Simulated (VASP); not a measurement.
Wanted: the native input for a VASP 6.6.1 run.

```yaml
Task: single point
Functional: PBE
Potentials_or_basis: VASP PAW PBE potentials, release 64 (Rb_sv, Cl)
Cutoff: 500 eV
k_mesh: 6 × 6 × 6
Occupations: gaussian, width 0.02 eV
Spin: no spin polarisation
Dipole_correction: no
Further_INCAR_settings: ALGO = Normal; EDIFF = 1e-06; NBANDS = 15
```

The structure of RbCl lies in POSCAR:

```
RbCl
1.0
    0.0000000000      3.3491260091      3.3491260091
    3.3491260091      0.0000000000      3.3491260091
    3.3491260091      3.3491260091      0.0000000000
Rb Cl
1 1
Direct
    0.0000000000      0.0000000000      0.0000000000
    0.5000000000      0.5000000000      0.5000000000
```

One way to write it, as run:

INCAR

```
ALGO = Normal
EDIFF = 1E-6
ENCUT = 500
GGA = PE
GGA_COMPAT = False
ISIF = 2
ISMEAR = 0
LASPH = True
LCHARG = False
LREAL = False
LWAVE = False
NBANDS = 15
NELM = 120
PREC = Accurate
SIGMA = 0.02
```

KPOINTS

```
k-points
0
Gamma
  6 6 6
```

Potentials or basis: VASP PAW PBE potentials, release 64 (Rb_sv, Cl).

Command:

```console
$ cat potpaw_PBE.64/Rb_sv/POTCAR potpaw_PBE.64/Cl/POTCAR > POTCAR
$ mpirun -np 1 vasp_std > vasp.out
```

Results of the run:

* Pressure: 0.0 GPa
* Band gap on the k mesh: 4.83 eV, direct

Wall time 30 s on 1 thread of Intel Xeon 8259CL, with other jobs on the host, peak memory 0.2 GiB.
